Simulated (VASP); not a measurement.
# GaN (P6_3mc) in VASP: single point with r2SCAN+rVV10

Aim: the single point of GaN with r2SCAN+rVV10.

Program: VASP 6.6.1. These are calculated values, not measurements. Logs are shortened: lines on timing, memory, paths and dates and some standing lists are left out, and cuts for length are marked.

## 1. The cell of the first run

Symmetry: P6_3mc, No. 186, hexagonal system. The conventional cell has a = 3.176 Å, b = 3.176 Å, c = 5.173 Å, α = 90.00°, β = 90.00°, γ = 120.00°. Ga (site symmetry 3m) has 4 N at 1.94 to 1.95 Å within 2.6 Å. N (site symmetry 3m) has 4 Ga at 1.94 to 1.95 Å within 2.6 Å.

## 2. Single point, r2SCAN+rVV10

Contents of POSCAR:

```
GaN
1.0
    3.1761933982      0.0000000000      0.0000000000
   -1.5880966991      2.7506641701      0.0000000000
    0.0000000000      0.0000000000      5.1734693907
Ga N
2 2
Direct
    0.3333333333      0.6666666667     -0.0008484984
    0.6666666667      0.3333333333      0.4991515016
    0.3333333333      0.6666666667      0.3758484984
    0.6666666667      0.3333333333      0.8758484984
```

Contents of INCAR.step1:

```
PREC     = Accurate       # precision mode
ENCUT    = 910            # plane-wave cutoff, eV
ISMEAR   = -1             # smearing method
SIGMA    = 0.03           # smearing width, eV
LREAL    = False          # projectors in reciprocal space
LASPH    = True           # aspherical terms in the spheres
NELM     = 120            # most SCF steps
NBANDS   = 26             # bands
GGA      = PE             # functional
ALGO     = Normal         # electronic algorithm
EDIFF    = 1E-5           # SCF threshold, eV
LWAVE    = True           # write WAVECAR
LCHARG   = False          # write CHGCAR
GGA_COMPAT= False
```

Contents of INCAR.step2:

```
PREC     = Accurate       # precision mode
ENCUT    = 910            # plane-wave cutoff, eV
EDIFF    = 1E-6           # SCF threshold, eV
ISMEAR   = -1             # smearing method
SIGMA    = 0.03           # smearing width, eV
LREAL    = False          # projectors in reciprocal space
LASPH    = True           # aspherical terms in the spheres
NELM     = 120            # most SCF steps
ALGO     = Normal         # electronic algorithm
ISIF     = 2              # what is computed and relaxed
LWAVE    = False          # write WAVECAR
LCHARG   = False          # write CHGCAR
METAGGA  = R2SCAN         # meta-GGA
LMIXTAU  = True         
LUSE_VDW = True         
IVDW_NL  = 2            
BPARAM   = 11.95        
CPARAM   = 0.0093       
NBANDS   = 26             # bands
ISTART   = 1            
GGA_COMPAT= False
```

Contents of KPOINTS:

```
Automatic mesh
0
Gamma
  12 12 6
```

Potentials or basis: VASP PAW PBE potentials, release 64 (Ga_d, N_h).

Run with:

```sh
$ cat potpaw_PBE.64/Ga_d/POTCAR potpaw_PBE.64/N_h/POTCAR > POTCAR
$ cp INCAR.step1 INCAR
$ mpirun -np 1 vasp_std > vasp.out
$ cp INCAR.step2 INCAR
$ mpirun -np 1 vasp_std > vasp.out
```

OUTCAR:

```text
PREC = Accurate
   ENCUT = 910
   EDIFF = 1E-6
   ISMEAR = -1
   LREAL = False
   LASPH = True
   NELM = 120
   ISIF = 2
   METAGGA = R2SCAN
   IVDW_NL = 2
   BPARAM = 11.95
   ISTART = 1

 ion  position               nearest neighbor table
   1  0.333  0.667  0.999-   4 1.94   4 1.94   4 1.94   3 1.95
   2  0.667  0.333  0.499-   3 1.94   3 1.94   3 1.94   4 1.95
   3  0.333  0.667  0.376-   2 1.94   2 1.94   2 1.94   1 1.95
   4  0.667  0.333  0.876-   1 1.94   1 1.94   1 1.94   2 1.95

  LATTYP: Found a hexagonal cell.
 ALAT       =     3.1761933982
 C/A-ratio  =     1.6288269454

  Lattice vectors:

 A1 = (   3.1761933982,   0.0000000000,   0.0000000000)
 A2 = (  -1.5880966991,   2.7506641701,   0.0000000000)
 A3 = (   0.0000000000,   0.0000000000,   5.1734693907)

Analysis of symmetry for initial positions (statically):
=====================================================================
 Subroutine PRICEL returns:
 Original cell was already a primitive cell.

 Routine SETGRP: Setting up the symmetry group for a
 hexagonal supercell.

 Subroutine GETGRP returns: Found 12 space group operations
 (whereof  6 operations were pure point group operations)
 out of a pool of 24 trial point group operations.

The static configuration has the point symmetry C_3v.
 The point group associated with its full space group is C_6v.

Analysis of symmetry for dynamics (positions and initial velocities):
=====================================================================
 Subroutine PRICEL returns:
 Original cell was already a primitive cell.

 Routine SETGRP: Setting up the symmetry group for a
 hexagonal supercell.

 Subroutine GETGRP returns: Found 12 space group operations
 (whereof  6 operations were pure point group operations)
 out of a pool of 24 trial point group operations.

The dynamic configuration has the point symmetry C_3v.
 The point group associated with its full space group is C_6v.

 Subroutine INISYM returns: Found 12 space group operations
 (whereof  6 operations are pure point group operations),
 and found     1 'primitive' translations

----------------------------------------------------------------------------------------

                                     Primitive cell

  volume of cell :      45.1987

  direct lattice vectors                    reciprocal lattice vectors
     3.176193398  0.000000000  0.000000000     0.314842289  0.181774280  0.000000000
    -1.588096699  2.750664170  0.000000000     0.000000000  0.363548561  0.000000000
     0.000000000  0.000000000  5.173469391     0.000000000  0.000000000  0.193293885

  length of vectors
     3.176193398  3.176193398  5.173469391     0.363548561  0.363548561  0.193293885

  position of ions in fractional coordinates (direct lattice)
     0.333333333  0.666666667  0.999151502
     0.666666667  0.333333333  0.499151502
     0.333333333  0.666666667  0.375848498
     0.666666667  0.333333333  0.875848498

  ion indices of the primitive-cell ions
   primitive index   ion index
                 1           1
                 2           2
                 3           3
                 4           4

----------------------------------------------------------------------------------------

 KPOINTS: Automatic mesh

Automatic generation of k-mesh.
 Grid dimensions read from file:
 generate k-points for:   12   12    6

 Generating k-lattice:

  Cartesian coordinates                     Fractional coordinates (reciprocal lattice)
     0.026236857  0.015147857  0.000000000     0.083333333  0.000000000  0.000000000
     0.000000000  0.030295713  0.000000000     0.000000000  0.083333333  0.000000000
     0.000000000  0.000000000  0.032215648     0.000000000  0.000000000  0.166666667

  Length of vectors
     0.030295713  0.030295713  0.032215648

  Shift w.r.t. Gamma in fractional coordinates (k-lattice)
     0.000000000  0.000000000  0.000000000

 Subroutine IBZKPT returns following result:
 ===========================================

 Found     76 irreducible k-points:

 Following reciprocal coordinates:
            Coordinates               Weight
  0.000000  0.000000  0.000000      1.000000
  0.083333  0.000000  0.000000      6.000000
  0.166667  0.000000  0.000000      6.000000
  0.250000  0.000000  0.000000      6.000000
  0.333333  0.000000  0.000000      6.000000
  0.416667  0.000000  0.000000      6.000000
[... 16 lines left out ...]
  0.250000  0.000000  0.166667     12.000000
  0.333333  0.000000  0.166667     12.000000
 [... further k-points ...]
   k-points           NKPTS =     76   k-points in BZ     NKDIM =     76   number of bands    NBANDS=     26
   number of dos      NEDOS =    301   number of ions     NIONS =      4
   total plane-waves  NPLWV =  55296
   dimension x,y,z NGX =    32 NGY =   32 NGZ =   54
   dimension x,y,z NGXF=    64 NGYF=   64 NGZF=  108
   ions per type =               2   2
   NGX,Y,Z   is equivalent  to a cutoff of  16.75, 16.75, 17.35 a.u.
   NGXF,Y,Z  is equivalent  to a cutoff of  33.50, 33.50, 34.71 a.u.
 SYSTEM =  unknown system
   PREC   = accura    normal or accurate (medium, high low for compatibility)
   ISTART =      1    job   : 0-new  1-cont  2-samecut
   ICHARG =      0    charge: 1-file 2-atom 10-const
   ISPIN  =      1    spin polarized calculation?
   LNONCOLLINEAR =      F non collinear calculations
   LSORBIT =      F    spin-orbit coupling
   LASPH  =      T    aspherical Exc in radial PAW
   ENCUT  =  910.0 eV  66.88 Ry    8.18 a.u.   7.81  7.81 12.73*2*pi/ulx,y,z
   NELM   =    120;   NELMIN=  2; NELMDL=  0     # of ELM steps
   EDIFF  = 0.1E-05   stopping-criterion for ELM
   LREAL  =      F    real-space projection
   EDIFFG = 0.1E-04   stopping-criterion for IOM
   NSW    =      0    number of steps for IOM
   IBRION =     -1    ionic relax: 0-MD 1-quasi-New 2-CG
   NFREE  =      0    steps in history (QN), initial steepest desc. (CG)
   ISIF   =      2    stress and relaxation
   ISYM   =      2    0-nonsym 1-usesym 2-fastsym
   POTIM  = 0.5000    time-step for ionic-motion
   TEBEG  =    0.0;   TEEND  =   0.0 temperature during run
   PSTRESS=    0.0 pullay stress
   NELECT =      36.0000    total number of electrons
   NUPDOWN=      -1.0000    fix difference up-down
   EMIN   =  10.00;   EMAX   =-10.00  energy-range for DOS
   EFERMI =   0.00;   METHOD = LEGACY
   ISMEAR =    -1;   SIGMA  =   0.03  broadening in eV -4-tet -1-fermi 0-gaus
   EFERMI_NEDOS =   21; number of points for ismear=-14 and -15
   IALGO  =     38    algorithm
   IMIX   =      4    mixing-type and parameters
     AMIX     =   0.40;   BMIX     =  1.00
     AMIX_MAG =   1.60;   BMIX_MAG =  1.00
  volume/ion in A,a.u.               =      11.30        76.25
  Fermi-wavevector in a.u.,A,eV,Ry     =   1.517517  2.867691 31.332279  2.302858
  Thomas-Fermi vector in A             =   2.626762
   LORBIT       =      0    0 simple, 1 ext, 2 COOP (PROOUT), +10 PAW based schemes
   METAGGA = R2SCAN    functional components
   LHFCALC =     F    Hartree Fock is set to
   AEXX    =    0.0000 exact exchange contribution
   IVDW_NL    =     2    kernel type
   BPARAM     =11.9500
   IVDW    =     0    specifies the selected vdW correction
   LEPSILON=     F    determine dielectric tensor
   LRPA    =     F    only Hartree local field effects (RPA)
 non-spin polarized calculation
  energy-cutoff  :      910.00
  volume of cell :       45.20
 maximum number of plane-waves:      2844
 NGX is ok and might be reduce to    32
   NGX = 15   NGY = 15   NGZ = 25

 number of electron      35.9999999 magnetization

 Free energy of the ion-electron system (eV)
  ---------------------------------------------------
  ext. energy  EPLUGINS =         0.00000000
  ---------------------------------------------------
  free energy    TOTEN  =       -42.81674106 eV

  energy without entropy =      -42.81674106  energy(sigma->0) =      -42.81674106

 E-fermi :   6.0806     XC(G=0): -12.7464

 val. band max:        5.4564446181   @ k =   0.0000   0.0000   0.0000
 cond. band min:       7.8030280392   @ k =   0.0000   0.0000   0.0000
 fundamental gap:      2.3465834211
 Fermi energy:         6.0806266798

 k-point     1 :       0.0000    0.0000    0.0000
  band No.  band energies     occupation
      1     -11.4235      2.00000
      2     -10.3834      2.00000
      3      -8.3565      2.00000
      4      -8.3401      2.00000
      5      -8.3401      2.00000
      6      -8.2702      2.00000
[... 18 lines left out ...]
     25      17.9807      0.00000
     26      17.9807      0.00000

 k-point     2 :       0.0833    0.0000    0.0000
  band No.  band energies     occupation
      1     -11.3528      2.00000
      2     -10.3622      2.00000
      3      -8.3500      2.00000
      4      -8.3293      2.00000
      5      -8.3172      2.00000
      6      -8.2616      2.00000
[... 18 lines left out ...]
     25      17.6153      0.00000
     26      18.1474      0.00000

 k-point     3 :       0.1667    0.0000    0.0000
  band No.  band energies     occupation
      1     -11.1580      2.00000
      2     -10.3089      2.00000
      3      -8.3243      2.00000
      4      -8.3026      2.00000
      5      -8.2562      2.00000
      6      -8.2237      2.00000
[... 18 lines left out ...]
     25      17.6406      0.00000
     26      18.5301      0.00000

 k-point     4 :       0.2500    0.0000    0.0000
  band No.  band energies     occupation
      1     -10.8922      2.00000
      2     -10.2476      2.00000
      3      -8.2960      2.00000
      4      -8.2747      2.00000
      5      -8.2019      2.00000
      6      -8.1610      2.00000
[... 18 lines left out ...]
     25      17.6384      0.00000
     26      19.0508      0.00000
[... 496 lines left out ...]
      1     -11.0848      2.00000
      2     -10.3420      2.00000
      3      -8.3191      2.00000
      4      -8.2985      2.00000
      5      -8.2550      2.00000
      6      -8.2230      2.00000
[... 18 lines left out ...]
     25      17.2417      0.00000
     26      18.3042      0.00000

 k-point    23 :       0.2500    0.0000    0.1667
  band No.  band energies     occupation
      1     -10.8317      2.00000
      2     -10.2695      2.00000
      3      -8.2952      2.00000
      4      -8.2677      2.00000
      5      -8.2147      2.00000
      6      -8.1691      2.00000
[... 18 lines left out ...]
     25      17.3577      0.00000
     26      18.8773      0.00000

 k-point    24 :       0.3333    0.0000    0.1667
  band No.  band energies     occupation
      1     -10.5908      2.00000
      2     -10.2125      2.00000
      3      -8.2831      2.00000
      4      -8.2481      2.00000
      5      -8.1815      2.00000
      6      -8.1172      2.00000
[... 18 lines left out ...]
     25      17.5914      0.00000
     26      19.4103      0.00000

 [... further k-points ...]

------------------------ aborting loop because EDIFF is reached ----------------------------------------

  FORCE on cell =-STRESS in cart. coord.  units (eV):
  Direction    XX          YY          ZZ          XY          YZ          ZX
  --------------------------------------------------------------------------------------
  -------------------------------------------------------------------------------------
  Total        0.2621576      0.2621576      0.2337342      0.0000000      0.0000000      0.0000000
  in kB        9.2928003      9.2928003      8.2852660      0.0000000      0.0000000      0.0000000
  external PRESSURE =       8.9569556 kB  Pullay stress =       0.0000000 kB

 VOLUME and BASIS-vectors are now :
 -----------------------------------------------------------------------------
  energy-cutoff  :      910.00
  volume of cell :       45.20
      direct lattice vectors                 reciprocal lattice vectors
     3.176193398  0.000000000  0.000000000     0.314842289  0.181774280  0.000000000
    -1.588096699  2.750664170  0.000000000     0.000000000  0.363548561  0.000000000
     0.000000000  0.000000000  5.173469391     0.000000000  0.000000000  0.193293885

 POSITION                                       TOTAL-FORCE (eV/Angst)
 -----------------------------------------------------------------------------------
     -0.00000      1.83378      5.16908        -0.000000      0.000000      0.000321
      1.58810      0.91689      2.58235         0.000000      0.000000      0.000321
     -0.00000      1.83378      1.94444         0.000000      0.000000     -0.000321
      1.58810      0.91689      4.53118        -0.000000     -0.000000     -0.000321
 -----------------------------------------------------------------------------------
    total drift:                               -0.000000      0.000000      0.000840

  FREE ENERGIE OF THE ION-ELECTRON SYSTEM (eV)
  ---------------------------------------------------
  free  energy   TOTEN  =       -42.8167410617 eV

  energy  without entropy=      -42.8167410617  energy(sigma->0) =      -42.81674106
```

It took 9 min on 1 thread of Intel Xeon 6975P-C (Granite Rapids), shared host; peak memory 0.56 GiB.

What came out:

```yaml
Free_energy: -42.8167 eV
Pressure: 0.9 GPa
Band_gap_on_the_k_mesh: 2.35 eV
```

Levels at points of the mesh, in eV from the valence-band top:
```tsv
k point	band 15	band 16	band 17	band 18	band 19	band 20	band 21	band 22
(0.00, 0.00, 0.00)	-1.08	-0.04	0.00	0.00	2.35	4.83	9.95	10.61
(0.50, 0.00, 0.00)	-4.34	-2.86	-2.27	-1.04	5.56	6.13	6.52	9.39
(0.00, 0.00, 0.50)	-0.55	-0.55	-0.55	-0.55	4.78	4.78	9.18	9.18
(0.50, 0.00, 0.50)	-2.03	-2.03	-1.97	-1.97	4.87	4.87	8.44	8.44
```

Caveat: the cutoff is under 1.25 times the usual one of these potentials, so pressure, stress and relaxed cells hold a basis-set (Pulay) error; the PAW data sets were made with another functional, which shifts forces and pressure a little.
